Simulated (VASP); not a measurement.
Here is a VASP 6.6.1 calculation.

File INCAR:

```
SYSTEM = C
PREC = Accurate
ENCUT = 520
EDIFF = 1E-7
ISMEAR = 0
SIGMA = 0.15
LREAL = .False.
LASPH = .True.
NELM = 60
ALGO = Normal
ISIF = 2
LWAVE = .False.
LCHARG = .False.
GGA = PS
NBANDS = 16
```

Contents of KPOINTS:

```
Automatic mesh
0
Gamma
  18 18 6
  0 0 0
```

File POSCAR:

```
C
1.0
    1.1434113954     -2.2285132197      0.0000000000
    1.1434113954      2.2285132197      0.0000000000
    0.0000000000      0.0000000000      7.3778182888
C
4
Direct
    0.0833216498      0.9166783502      0.7498439858
    0.5833216498      0.4166783502      0.2501560142
    0.9166783502      0.0833216498      0.2501560142
    0.4166783502      0.5833216498      0.7498439858
```

Potentials or basis: VASP PAW PBE potentials, release 64 (C).

Command:

```console
$ cat potpaw_PBE.64/C/POTCAR > POTCAR
$ mpirun -np 1 vasp_std > vasp.out
```

Question: Estimate the band gap on the k mesh.

Answer: 0.72 eV.

Question: Predict the pressure.

Answer: 14.7 GPa.

Question: Predict the largest force.

Answer: 1.490 eV/Å.

Stress tensor (GPa, compression positive):
```
 74.17   0.00   0.00
  0.00 -30.15   0.00
  0.00   0.00  -0.01
```

Caveat: the cell differs from its parent crystal (normal strain along x -0.0700, normal strain along y +0.0467); the PAW data sets were made with another functional, which shifts forces and pressure a little; this functional lacks dispersion, which binds the layers, so the pressure and a relaxed spacing across them are unreliable. A k mesh can miss the band edges.
